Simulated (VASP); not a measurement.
# LiH17O9 in VASP: a series of runs, part 2 of 2

VASP 6.6.1. Earlier steps stand in the parts before.

**3. Single point, r2SCAN+D3(BJ)**

Contents of POSCAR:

```
LiH17O9
1.0
    6.5731380000      0.0000000000      0.0000000000
    0.0000000000      6.5731380000      0.0000000000
    0.0000000000      0.0000000000      6.5731380000
O H Li
9 17 1
Direct
    0.8034670807      0.4294295966      0.9885841435
    0.1722921381      0.3608170101      0.5091327765
    0.4277104786      0.7525172908      0.8805839768
    0.6900509315      0.6954517005      0.4411895810
    0.8819988261      0.1603800194      0.3062464229
    0.0153807816      0.7824421152      0.7160506899
    0.6158245879      0.1800357759      0.6278127737
    0.4039166681      0.4157070793      0.1292533338
   -0.1013975365      0.8076355616      0.1167631046
    0.8702844821      0.5694540416      1.0192848530
    0.8292538511      0.3351215203      1.0989271791
    0.2829090155      0.3130924682      0.6039885364
    0.2496676625      0.4020149889      0.3792252650
    0.2802314511      0.7592112017      0.8343351380
    0.4263108427      0.6447605390      0.9906227437
    0.5843936336      0.6201299897      0.3721662317
    0.7656921245      0.7623147422      0.3141269817
    0.9953845484      0.2022169624      0.3952145840
    0.9195912211      0.0247522568      0.2329480988
   -0.0230635657      0.6395423312      0.7275216191
    0.0082761080      0.8470687821      0.8499136942
    0.6948279498      0.2192864352      0.5122971707
    0.6704560288      0.2684562533      0.7344589449
    0.5485812104      0.4098803342      0.0601082771
    0.3215815642      0.3212772956      0.0579631829
    0.0375163278      0.7912963337      0.1724442724
    0.6001547510      0.8829572725      0.6579810130
```

Contents of INCAR.step1:

```
SYSTEM = LiH17O9
ALGO = Normal
EDIFF = 1E-5
ENCUT = 720
GGA = PE
GGA_COMPAT = .FALSE.
ISMEAR = -1
LASPH = .TRUE.
LCHARG = .FALSE.
LREAL = .FALSE.
LWAVE = .TRUE.
NBANDS = 56
NELM = 120
PREC = Accurate
SIGMA = 0.05
```

Contents of INCAR.step2:

```
SYSTEM = LiH17O9
ALGO = Normal
EDIFF = 1E-6
ENCUT = 720
GGA_COMPAT = .FALSE.
ISIF = 2
ISMEAR = -1
ISTART = 1
IVDW = 12
LASPH = .TRUE.
LCHARG = .FALSE.
LMIXTAU = .TRUE.
LREAL = .FALSE.
LWAVE = .FALSE.
METAGGA = R2SCAN
NBANDS = 56
NELM = 120
PREC = Accurate
SIGMA = 0.05
VDW_A1 = 0.49484001
VDW_A2 = 5.73083694
VDW_S6 = 1.0
VDW_S8 = 0.78981345
```

Contents of KPOINTS:

```
k-points
0
G
  1 1 1
  0 0 0
```

Potentials or basis: VASP PAW PBE potentials, release 64 (O, H, Li_sv).

Launch:

```
> cat potpaw_PBE.64/O/POTCAR potpaw_PBE.64/H/POTCAR potpaw_PBE.64/Li_sv/POTCAR > POTCAR
> cp INCAR.step1 INCAR
> mpirun -np 1 vasp_gam > vasp.out
> cp INCAR.step2 INCAR
> mpirun -np 1 vasp_gam > vasp.out
```

OUTCAR:

```text
SYSTEM = LiH17O9
   EDIFF = 1E-6
   ENCUT = 720
   ISIF = 2
   ISMEAR = -1
   ISTART = 1
   IVDW = 12
   LASPH = .TRUE.
   LREAL = .FALSE.
   METAGGA = R2SCAN
   NELM = 120
   PREC = Accurate
 IVDW          = 12

 ion  position               nearest neighbor table
   1  0.803  0.429  0.989-  11 0.97  10 1.04
   2  0.172  0.361  0.509-  12 1.01  13 1.03
   3  0.428  0.753  0.881-  15 1.01  14 1.02  27 2.04
   4  0.690  0.695  0.441-  16 0.97  17 1.07  27 1.97
   5  0.882  0.160  0.306-  18 0.99  19 1.04
   6  0.015  0.782  0.716-  20 0.98  21 0.98
   7  0.616  0.180  0.628-  22 0.96  23 0.98  27 1.97
   8  0.404  0.416  0.129-  25 0.95  24 1.05
   9  0.899  0.808  0.117-  26 0.99
  10  0.870  0.569  0.019-   1 1.04
  11  0.829  0.335  0.099-   1 0.97
  12  0.283  0.313  0.604-   2 1.01
  13  0.250  0.402  0.379-   2 1.03
  14  0.280  0.759  0.834-   3 1.02
[... 10 lines left out ...]
  25  0.322  0.321  0.058-   8 0.95
  26  0.038  0.791  0.172-   9 0.99
  27  0.600  0.883  0.658-   7 1.97   4 1.97   3 2.04

  LATTYP: Found a simple cubic cell.
 ALAT       =     6.5731380000

  Lattice vectors:

[... 210 lines left out ...]

 k-point     1 :       0.0000    0.0000    0.0000
  band No.  band energies     occupation
      1     -47.8002      2.00000
      2     -24.2934      2.00000
      3     -24.0503      2.00000
      4     -23.3253      2.00000
      5     -23.2662      2.00000
      6     -23.0333      2.00000
[... 41 lines left out ...]
     48       7.0343      0.00000
     49       7.3048      0.00000
 [bands above 49 left out]

------------------------ aborting loop because EDIFF is reached ----------------------------------------

 Edisp (eV)   -0.49159

 E8    (eV) :    -0.0784

  FORCE on cell =-STRESS in cart. coord.  units (eV):
  Direction    XX          YY          ZZ          XY          YZ          ZX
  --------------------------------------------------------------------------------------
  -------------------------------------------------------------------------------------
  Total      -7.80352    -5.90602    -5.92123    -0.90522     0.74485     1.44345
  in kB     -44.02334   -33.31864   -33.40443    -5.10675     4.20206     8.14315
  external pressure =      -36.92 kB  Pullay stress =        0.00 kB

 VOLUME and BASIS-vectors are now :
 -----------------------------------------------------------------------------
  energy-cutoff  :      720.00
  volume of cell :      284.00
      direct lattice vectors                 reciprocal lattice vectors
     6.573138000  0.000000000  0.000000000     0.152134338  0.000000000  0.000000000
     0.000000000  6.573138000  0.000000000     0.000000000  0.152134338  0.000000000
     0.000000000  0.000000000  6.573138000     0.000000000  0.000000000  0.152134338

 POSITION                                       TOTAL-FORCE (eV/Angst)
 -----------------------------------------------------------------------------------
      5.28130      2.82270      6.49810        -0.296158      1.146973     -0.787489
      1.13250      2.37170      3.34660         2.258898      0.148750     -0.640926
      2.81140      4.94640      5.78820        -1.601608     -0.461520      0.237287
      4.53580      4.57130      2.90000         0.024628      0.897107     -1.226687
      5.79750      1.05420      2.01300         0.563129     -0.673957     -0.565932
      0.10110      5.14310      4.70670         0.676606      0.165392     -0.234579
[... 19 lines left out ...]
      0.24660      5.20130      1.13350        -0.831272     -0.242172     -0.272430
      3.94490      5.80380      4.32500         0.313735     -0.400167      0.143617
 -----------------------------------------------------------------------------------
    total drift:                               -0.000885     -0.018177      0.003625

  FREE ENERGIE OF THE ION-ELECTRON SYSTEM (eV)
  ---------------------------------------------------
  free  energy   TOTEN  =      -142.5226005740 eV

  energy  without entropy=     -142.5226005740  energy(sigma->0) =     -142.52260057
```

OUTCAR.step1:

```text
SYSTEM = LiH17O9
   EDIFF = 1E-5
   ENCUT = 720
   GGA = PE
   ISMEAR = -1
   LASPH = .TRUE.
   LREAL = .FALSE.
   NELM = 120
[... 326 lines left out ...]
      0.10110      5.14310      4.70670         0.808261      0.331681     -0.651934
[... 19 lines left out ...]
      0.24660      5.20130      1.13350        -0.532597     -0.267235     -0.159359
      3.94490      5.80380      4.32500         0.295372     -0.366851      0.127408
 -----------------------------------------------------------------------------------
    total drift:                               -0.002124      0.002164      0.001187

  FREE ENERGIE OF THE ION-ELECTRON SYSTEM (eV)
  ---------------------------------------------------
  free  energy   TOTEN  =      -131.0961086253 eV

  energy  without entropy=     -131.0961086253  energy(sigma->0) =     -131.09610863
```

It took 3.1 min on 1 thread of Intel Xeon Platinum 8259CL at 2.50GHz (Skylake/Cascade Lake), shared host; peak memory 0.53 GiB.

Results:

| Item | Value |
| --- | --- |
| Free energy | -142.5226 eV |
| Pressure | -3.7 GPa |
| Largest force | 2.454 eV/Å |
| Dispersion energy per atom | -0.018 eV |

Forces in eV/Å, atoms in the order of the input:
```
O   -0.296  1.147 -0.787
O    2.259  0.149 -0.641
O   -1.602 -0.462  0.237
O    0.025  0.897 -1.227
O    0.563 -0.674 -0.566
O    0.677  0.165 -0.235
O   -0.568  0.231  1.530
O    2.338  0.668 -0.330
O    1.409  0.026  0.553
H   -1.110 -0.931  0.426
H    0.674 -0.302  0.709
H   -1.058  0.481 -1.333
H   -0.856 -0.616  1.987
H    1.524 -0.185  0.206
H   -0.054  1.108 -1.211
H   -0.045 -0.147  0.162
H   -0.149 -0.801  0.919
H   -0.142 -0.028 -0.285
H   -0.993  1.060  0.548
H    0.036  0.560  0.038
H   -0.815 -0.623  0.213
H    0.629 -0.203 -1.339
H   -0.090 -0.219  0.055
H   -1.295  0.006  0.993
H   -0.540 -0.666 -0.494
H   -0.831 -0.242 -0.272
Li   0.314 -0.400  0.144
```

Caveat: the k points lie up to 0.96 Å⁻¹ apart; the atoms stand as in a frame of molecular dynamics; the PAW data sets were made with another functional, which shifts forces and pressure a little.
